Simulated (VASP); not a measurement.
# LaSb (Fm-3m) in VASP: a series of runs

LaSb is run at these levels: LDA; tasks: single point.

All numbers are computed with VASP 6.6.1; they aren't measurements. Logs are shortened: lines on timing, memory, paths and dates and some standing lists are left out, and cuts for length are marked.

**1. The cell of the first run**

Symmetry: Fm-3m, No. 225, cubic system. The conventional cell has a = 6.490 Å, b = 6.490 Å, c = 6.490 Å, α = 90.00°, β = 90.00°, γ = 90.00°. La (site symmetry m-3m) has 6 Sb at 3.25 Å within 4.3 Å. Sb (site symmetry m-3m) has 6 La at 3.25 Å within 4.3 Å.

**2. Single point, LDA**

INCAR reads:

```
SYSTEM = LaSb
  PREC = Accurate
  ENCUT = 500
  EDIFF = 1E-6
  ISMEAR = 0
  SIGMA = 0.1
  LREAL = .False.
  LASPH = .True.
  NELM = 200
  ALGO = Normal
  ISIF = 2
  LWAVE = .False.
  LCHARG = .False.
  GGA = CA
  NBANDS = 15
  GGA_COMPAT = .False.
  LMAXMIX = 6
```

KPOINTS reads:

```
Automatic mesh
0
Gamma
  2 2 2
  0 0 0
```

POSCAR reads:

```
LaSb
1.0
    0.0000000000      3.2450000000      3.2450000000
    3.2450000000      0.0000000000      3.2450000000
    3.2450000000      3.2450000000      0.0000000000
La Sb
1 1
Direct
    0.0000000000      0.0000000000      0.0000000000
    0.5000000000      0.5000000000      0.5000000000
```

Potentials or basis: VASP PAW LDA potentials, release 64 (La, Sb).

Started as:

```
cat potpaw_LDA.64/La/POTCAR potpaw_LDA.64/Sb/POTCAR > POTCAR
mpirun -np 1 vasp_std > vasp.out
```

OUTCAR:

```text
SYSTEM = LaSb
   PREC = Accurate
   ENCUT = 500
   EDIFF = 1E-6
   ISMEAR = 0
   LREAL = .False.
   LASPH = .True.
   NELM = 200
   ISIF = 2
   GGA = CA

 ion  position               nearest neighbor table
   1  0.000  0.000  0.000-   2 3.25   2 3.25   2 3.25   2 3.25   2 3.25   2 3.25
   2  0.500  0.500  0.500-   1 3.25   1 3.25   1 3.25   1 3.25   1 3.25   1 3.25

  LATTYP: Found a face centered cubic cell.
 ALAT       =     6.4900000000

  Lattice vectors:

 A1 = (   0.0000000000,   3.2450000000,   3.2450000000)
 A2 = (   3.2450000000,   0.0000000000,   3.2450000000)
 A3 = (   3.2450000000,   3.2450000000,   0.0000000000)

Analysis of symmetry for initial positions (statically):
=====================================================================
 Subroutine PRICEL returns:
 Original cell was already a primitive cell.

 Routine SETGRP: Setting up the symmetry group for a
 face centered cubic supercell.

 Subroutine GETGRP returns: Found 48 space group operations
 (whereof 48 operations were pure point group operations)
 out of a pool of 48 trial point group operations.

The static configuration has the point symmetry O_h .

Analysis of symmetry for dynamics (positions and initial velocities):
=====================================================================
 Subroutine PRICEL returns:
 Original cell was already a primitive cell.

 Routine SETGRP: Setting up the symmetry group for a
 face centered cubic supercell.

 Subroutine GETGRP returns: Found 48 space group operations
 (whereof 48 operations were pure point group operations)
 out of a pool of 48 trial point group operations.

The dynamic configuration has the point symmetry O_h .

 Subroutine INISYM returns: Found 48 space group operations
 (whereof 48 operations are pure point group operations),
 and found     1 'primitive' translations

----------------------------------------------------------------------------------------

                                     Primitive cell

  volume of cell :      68.3399

  direct lattice vectors                    reciprocal lattice vectors
     0.000000000  3.245000000  3.245000000    -0.154083205  0.154083205  0.154083205
     3.245000000  0.000000000  3.245000000     0.154083205 -0.154083205  0.154083205
     3.245000000  3.245000000  0.000000000     0.154083205  0.154083205 -0.154083205

  length of vectors
     4.589123010  4.589123010  4.589123010     0.266879940  0.266879940  0.266879940

  position of ions in fractional coordinates (direct lattice)
     0.000000000  0.000000000  0.000000000
     0.500000000  0.500000000  0.500000000

  ion indices of the primitive-cell ions
[... 66 lines left out ...]
   EMIN   =  10.00;   EMAX   =-10.00  energy-range for DOS
   EFERMI =   0.00;   METHOD = LEGACY
   ISMEAR =     0;   SIGMA  =   0.10  broadening in eV -4-tet -1-fermi 0-gaus
   EFERMI_NEDOS =   21; number of points for ismear=-14 and -15
   IALGO  =     38    algorithm
   IMIX   =      4    mixing-type and parameters
     AMIX     =   0.40;   BMIX     =  1.00
     AMIX_MAG =   1.60;   BMIX_MAG =  1.00
  volume/ion in A,a.u.               =      34.17       230.59
  Fermi-wavevector in a.u.,A,eV,Ry     =   1.008998  1.906729 13.851767  1.018076
  Thomas-Fermi vector in A             =   2.141899
   LORBIT       =      0    0 simple, 1 ext, 2 COOP (PROOUT), +10 PAW based schemes
   GGA     = CA    functional components
   LHFCALC =     F    Hartree Fock is set to
   AEXX    =    0.0000 exact exchange contribution
   IVDW    =     0    specifies the selected vdW correction
   LEPSILON=     F    determine dielectric tensor
   LRPA    =     F    only Hartree local field effects (RPA)
 non-spin polarized calculation
 Gauss-broadening in eV      SIGMA  =   0.10
  energy-cutoff  :      500.00
  volume of cell :       68.34
 maximum number of plane-waves:      1807
 NGX is ok and might be reduce to    36
   NGX = 17   NGY = 17   NGZ = 17

 number of electron      15.9999999 magnetization

 Free energy of the ion-electron system (eV)
  ---------------------------------------------------
  ext. energy  EPLUGINS =         0.00000000
  ---------------------------------------------------
  free energy    TOTEN  =       -12.09298497 eV

  energy without entropy =      -12.09175568  energy(sigma->0) =      -12.09237033

 E-fermi :   6.4707     XC(G=0):  -9.6270

 val. band max:        6.2821947545   @ k =   0.5000   0.5000   0.0000
 cond. band min:       6.6589419766   @ k =   0.0000   0.0000   0.0000
 fundamental gap:      0.3767472220
 Fermi energy:         6.4707309104

 k-point     1 :       0.0000    0.0000    0.0000
  band No.  band energies     occupation
      1     -25.7279      2.00000
      2      -9.4073      2.00000
      3      -9.4073      2.00000
      4      -9.4073      2.00000
      5      -2.5658      2.00000
      6       6.6589      0.00777
      7       6.6589      0.00777
      8       6.6589      0.00777
      9       7.8137      0.00000
     10       7.8137      0.00000
     11       7.8137      0.00000
     12       8.5191      0.00000
     13       8.5376      0.00000
     14       8.5376      0.00000
[... 23 lines left out ...]
      2      -9.6641      2.00000
      3      -9.5101      2.00000
      4      -9.5101      2.00000
      5      -2.0200      2.00000
      6       4.9983      2.00000
      7       6.1848      1.99995
      8       6.1848      1.99995
      9       6.2822      1.99233
     10       8.6825      0.00000
     11       8.7018      0.00000
     12       8.7544      0.00000
     13       8.7544      0.00000
     14       8.8629      0.00000
     15       9.2313      0.00000

------------------------ aborting loop because EDIFF is reached ----------------------------------------

  FORCE on cell =-STRESS in cart. coord.  units (eV):
  Direction    XX          YY          ZZ          XY          YZ          ZX
  --------------------------------------------------------------------------------------
  -------------------------------------------------------------------------------------
  Total       -0.9729346     -0.9729346     -0.9729346      0.0000000      0.0000000     -0.0000000
  in kB      -22.8097287    -22.8097287    -22.8097287      0.0000000      0.0000000     -0.0000000
  external PRESSURE =     -22.8097287 kB  Pullay stress =       0.0000000 kB

 VOLUME and BASIS-vectors are now :
 -----------------------------------------------------------------------------
  energy-cutoff  :      500.00
  volume of cell :       68.34
      direct lattice vectors                 reciprocal lattice vectors
     0.000000000  3.245000000  3.245000000    -0.154083205  0.154083205  0.154083205
     3.245000000  0.000000000  3.245000000     0.154083205 -0.154083205  0.154083205
     3.245000000  3.245000000  0.000000000     0.154083205  0.154083205 -0.154083205

 POSITION                                       TOTAL-FORCE (eV/Angst)
 -----------------------------------------------------------------------------------
      0.00000      0.00000      0.00000         0.000000     -0.000000      0.000000
      3.24500      3.24500      3.24500        -0.000000      0.000000     -0.000000
 -----------------------------------------------------------------------------------
    total drift:                                0.000000      0.000000      0.000000

  FREE ENERGIE OF THE ION-ELECTRON SYSTEM (eV)
  ---------------------------------------------------
  free  energy   TOTEN  =       -12.0929849706 eV

  energy  without entropy=      -12.0917556817  energy(sigma->0) =      -12.09237033
```

OSZICAR:

```text
N       E                     dE             d eps       ncg     rms          rms(c)
DAV:   1     0.126591931420E+03    0.12659E+03   -0.53864E+03    90   0.119E+03
DAV:   2    -0.134907766032E+01   -0.12794E+03   -0.11898E+03   129   0.184E+02
DAV:   3    -0.113523972377E+02   -0.10003E+02   -0.97299E+01   112   0.873E+01
DAV:   4    -0.121476661301E+02   -0.79527E+00   -0.79131E+00   166   0.184E+01
DAV:   5    -0.121610422122E+02   -0.13376E-01   -0.13367E-01   118   0.254E+00    0.337E+00
DAV:   6    -0.121072455019E+02    0.53797E-01   -0.65002E-02   141   0.197E+00    0.213E+00
DAV:   7    -0.120936402673E+02    0.13605E-01   -0.26112E-02   113   0.954E-01    0.506E-01
DAV:   8    -0.120930590804E+02    0.58119E-03   -0.15138E-03   172   0.271E-01    0.811E-02
DAV:   9    -0.120929791583E+02    0.79922E-04   -0.34670E-04   141   0.131E-01    0.228E-02
DAV:  10    -0.120929887171E+02   -0.95588E-05   -0.59556E-05   166   0.400E-02    0.113E-02
DAV:  11    -0.120929855032E+02    0.32139E-05   -0.54809E-06   119   0.137E-02    0.631E-03
DAV:  12    -0.120929849706E+02    0.53262E-06   -0.37793E-06   125   0.808E-03
   1 F= -.12092985E+02 E0= -.12092370E+02  d E =-.122929E-02
```

Run time: 4.5 s. Hardware: 1 thread of AMD EPYC 9R45 (Zen 5), shared host; peak memory 0.14 GiB.

Results:

```
Free energy            : -12.0930 eV
Pressure               : -2.3 GPa
Band gap on the k mesh : zero (bands 8 and 9 overlap by 0.38 eV)
```

Caveat: the k points lie up to 0.84 Å⁻¹ apart; spin-orbit coupling is left out, which moves the levels of the heavy elements.

**3. Single point, LDA**

INCAR reads:

```
SYSTEM = LaSb
PREC     = Accurate       ! precision mode
ENCUT    = 500            ! plane-wave cutoff, eV
EDIFF    = 1E-6           ! SCF threshold, eV
ISMEAR   = 0              ! smearing method
SIGMA    = 0.1            ! smearing width, eV
LREAL    = .False.        ! projectors in reciprocal space
LASPH    = .True.         ! aspherical terms in the spheres
NELM     = 200            ! most SCF steps
ALGO     = Normal         ! electronic algorithm
ISIF     = 2              ! what is computed and relaxed
LWAVE    = .False.        ! write WAVECAR
LCHARG   = .True.         ! write CHGCAR
GGA      = CA             ! functional
LELF     = .True.         ! ELF
LVHAR    = .True.       
NBANDS   = 15             ! bands
GGA_COMPAT= .False.      
LMAXMIX  = 6              ! l up to which the mixer works
```

KPOINTS reads:

```
regular mesh
0
Gamma
  3 3 3
  0 0 0
```

POSCAR is that of step 2.

Potentials or basis: VASP PAW LDA potentials, release 64 (La, Sb).

Started as:

```
cat potpaw_LDA.64/La/POTCAR potpaw_LDA.64/Sb/POTCAR > POTCAR
mpirun -np 1 vasp_std > vasp.out
```

Wall time 5.9 s (1 thread of AMD EPYC 9R45 (Zen 5), shared host); peak memory 0.14 GiB.

The run converged. Its results:

```yaml
Free_energy: -12.7189 eV
Pressure: -2.0 GPa
Band_gap_on_the_k_mesh: zero (bands 8 and 9 overlap by 0.19 eV)
```

Levels at points of the mesh, in eV from the Fermi level:
```
           k point  band 6  band 7  band 8  band 9  band 10  band 11
(0.00, 0.00, 0.00)    0.19    0.19    0.19    1.26     1.26     1.26
```

Caveat: the k points lie up to 0.56 Å⁻¹ apart; spin-orbit coupling is left out, which moves the levels of the heavy elements.

**4. Single point, LDA**

INCAR reads:

```
SYSTEM = LaSb
PREC = Accurate
ENCUT = 500
EDIFF = 1E-6
ISMEAR = 0
SIGMA = 0.1
LREAL = .FALSE.
LASPH = .TRUE.
NELM = 200
ALGO = Normal
ISIF = 2
LWAVE = .FALSE.
LCHARG = .FALSE.
GGA = CA
NBANDS = 15
GGA_COMPAT = .FALSE.
LMAXMIX = 6
```

KPOINTS reads:

```
Automatic mesh
0
G
  4 4 4
  0 0 0
```

POSCAR is that of step 3.

Potentials or basis: VASP PAW LDA potentials, release 64 (La, Sb).

Started as:

```
cat potpaw_LDA.64/La/POTCAR potpaw_LDA.64/Sb/POTCAR > POTCAR
mpirun -np 1 vasp_std > vasp.out
```

OUTCAR:

```text
SYSTEM = LaSb
   PREC = Accurate
   ENCUT = 500
   EDIFF = 1E-6
   ISMEAR = 0
   LREAL = .FALSE.
   LASPH = .TRUE.
   NELM = 200
   ISIF = 2
   GGA = CA

 ion  position               nearest neighbor table
   1  0.000  0.000  0.000-   2 3.25   2 3.25   2 3.25   2 3.25   2 3.25   2 3.25
   2  0.500  0.500  0.500-   1 3.25   1 3.25   1 3.25   1 3.25   1 3.25   1 3.25

  LATTYP: Found a face centered cubic cell.
 ALAT       =     6.4900000000

  Lattice vectors:

 A1 = (   0.0000000000,   3.2450000000,   3.2450000000)
 A2 = (   3.2450000000,   0.0000000000,   3.2450000000)
 A3 = (   3.2450000000,   3.2450000000,   0.0000000000)

Analysis of symmetry for initial positions (statically):
=====================================================================
 Subroutine PRICEL returns:
 Original cell was already a primitive cell.

 Routine SETGRP: Setting up the symmetry group for a
 face centered cubic supercell.

 Subroutine GETGRP returns: Found 48 space group operations
 (whereof 48 operations were pure point group operations)
 out of a pool of 48 trial point group operations.

The static configuration has the point symmetry O_h .

Analysis of symmetry for dynamics (positions and initial velocities):
[... 161 lines left out ...]
     10       7.7779      0.00000
     11       7.7779      0.00000
     12       8.3531      0.00000
     13       8.5190      0.00000
     14       8.5191      0.00000
[... 113 lines left out ...]
      2      -9.6914      2.00000
      3      -9.6914      2.00000
      4      -9.6337      2.00000
      5      -1.5723      2.00000
      6       4.7779      2.00000
      7       5.1585      2.00000
      8       5.1585      2.00000
      9       8.1586      0.00000
     10       8.1586      0.00000
     11       8.5615      0.00000
     12       8.5615      0.00000
     13       8.6229      0.00000
     14       8.6769      0.00000
     15       8.7079      0.00000

------------------------ aborting loop because EDIFF is reached ----------------------------------------

  FORCE on cell =-STRESS in cart. coord.  units (eV):
  Direction    XX          YY          ZZ          XY          YZ          ZX
  --------------------------------------------------------------------------------------
  -------------------------------------------------------------------------------------
  Total       -0.9034864     -0.9034864     -0.9034864     -0.0000000      0.0000000     -0.0000000
  in kB      -21.1815670    -21.1815670    -21.1815670     -0.0000000      0.0000000     -0.0000000
  external PRESSURE =     -21.1815670 kB  Pullay stress =       0.0000000 kB

 VOLUME and BASIS-vectors are now :
 -----------------------------------------------------------------------------
  energy-cutoff  :      500.00
  volume of cell :       68.34
      direct lattice vectors                 reciprocal lattice vectors
     0.000000000  3.245000000  3.245000000    -0.154083205  0.154083205  0.154083205
     3.245000000  0.000000000  3.245000000     0.154083205 -0.154083205  0.154083205
     3.245000000  3.245000000  0.000000000     0.154083205  0.154083205 -0.154083205

 POSITION                                       TOTAL-FORCE (eV/Angst)
 -----------------------------------------------------------------------------------
      0.00000      0.00000      0.00000         0.000000      0.000000      0.000000
      3.24500      3.24500      3.24500        -0.000000     -0.000000      0.000000
 -----------------------------------------------------------------------------------
    total drift:                                0.000000      0.000000      0.000000

  FREE ENERGIE OF THE ION-ELECTRON SYSTEM (eV)
  ---------------------------------------------------
  free  energy   TOTEN  =       -12.8534239203 eV

  energy  without entropy=      -12.8533772376  energy(sigma->0) =      -12.85340058
```

OSZICAR:

```text
N       E                     dE             d eps       ncg     rms          rms(c)
DAV:   1     0.133555095576E+03    0.13356E+03   -0.54057E+03   240   0.126E+03
DAV:   2     0.335727415901E+01   -0.13020E+03   -0.11928E+03   311   0.181E+02
DAV:   3    -0.121929162923E+02   -0.15550E+02   -0.14937E+02   331   0.106E+02
DAV:   4    -0.129438732412E+02   -0.75096E+00   -0.74780E+00   442   0.186E+01
DAV:   5    -0.129697244987E+02   -0.25851E-01   -0.25842E-01   292   0.328E+00    0.362E+00
DAV:   6    -0.128753439291E+02    0.94381E-01   -0.17510E-01   378   0.180E+00    0.224E+00
DAV:   7    -0.128545009526E+02    0.20843E-01   -0.81479E-02   394   0.140E+00    0.689E-01
DAV:   8    -0.128536413156E+02    0.85964E-03   -0.10530E-02   395   0.696E-01    0.133E-01
DAV:   9    -0.128534308752E+02    0.21044E-03   -0.99376E-04   426   0.304E-01    0.515E-02
DAV:  10    -0.128534209441E+02    0.99311E-05   -0.10662E-04   425   0.790E-02    0.207E-02
DAV:  11    -0.128534238528E+02   -0.29087E-05   -0.12356E-05   414   0.236E-02    0.376E-03
DAV:  12    -0.128534239203E+02   -0.67532E-07   -0.14286E-06   344   0.112E-02
   1 F= -.12853424E+02 E0= -.12853401E+02  d E =-.466827E-04
```

Run time: 7.2 s. Hardware: 1 thread of AMD EPYC 9R45 (Zen 5), shared host; peak memory 0.14 GiB.

Results:

```
Free energy            : -12.8534 eV
Pressure               : -2.1 GPa
Band gap on the k mesh : zero (bands 8 and 9 overlap by 0.46 eV)
```

Levels at points of the mesh, in eV from the Fermi level:
```tsv
k point	band 5	band 6	band 7	band 8	band 9	band 10	band 11	band 12
(0.00, 0.00, 0.00)	-8.93	0.22	0.22	0.22	1.28	1.28	1.28	1.85
(0.50, 0.00, 0.00)	-7.61	-3.20	-1.60	-1.60	1.75	1.96	1.96	2.14
(0.50, 0.50, 0.00)	-8.37	-1.44	-0.25	-0.24	-0.24	2.02	2.05	2.09
```

Caveat: the k points lie up to 0.42 Å⁻¹ apart; spin-orbit coupling is left out, which moves the levels of the heavy elements.

**5. Summary**

```tsv
k mesh	gap on the mesh (eV)	pressure (GPa)
2 × 2 × 2	none	-2.3
3 × 3 × 3	none	-2.0
4 × 4 × 4	none	-2.1
```

Alike in all rows: task single point; level LDA; potentials or basis VASP PAW LDA potentials, release 64 (La, Sb); no spin polarisation; cell as given; cutoff (eV) 500; smearing gaussian 0.1 eV.

Caveats: all runs use coarse meshes; spin-orbit coupling is left out, which moves the levels of the heavy elements.

Total energies depend on the potentials used, so only differences within one code and one set of settings carry meaning.
